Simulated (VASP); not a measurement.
Input of a VASP 6.6.1 run:

INCAR

```
SYSTEM = Se
PREC = Accurate
ENCUT = 520
EDIFF = 1E-6
ISMEAR = 0
SIGMA = 0.1
LREAL = .FALSE.
LASPH = .TRUE.
NELM = 80
ALGO = Normal
ISIF = 2
LWAVE = .FALSE.
LCHARG = .FALSE.
GGA = PE
NBANDS = 16
```

Contents of KPOINTS:

```
regular mesh
0
G
  6 6 4
  0 0 0
```

The input POSCAR:

```
Se
1.0
    4.6319850131      0.0000000000      0.0000000000
   -2.3159925066      4.0114166912      0.0000000000
    0.0000000000      0.0000000000      3.4676661815
Se
3
Direct
    0.3333333333      0.6666666667      0.5000000000
    0.0000000000      0.0000000000      0.0000000000
    0.6666666667      0.3333333333      0.5000000000
```

Potentials or basis: VASP PAW PBE potentials, release 64 (Se).

Run with:

```bash
$ cat potpaw_PBE.64/Se/POTCAR > POTCAR
$ mpirun -np 1 vasp_std > vasp.out
```

Task: What does it give for the band gap on the k mesh?

Result: Zero (band 9 reaches 6.35 eV, above the bottom of band 10 at 3.55 eV).

Task: Predict the pressure.

Result: -0.1 GPa.

Stress tensor (GPa, compression positive):
```
 0.08  0.00  0.00
 0.00  0.08  0.00
 0.00  0.00 -0.32
```

Caveat: the k points lie up to 0.45 Å⁻¹ apart.
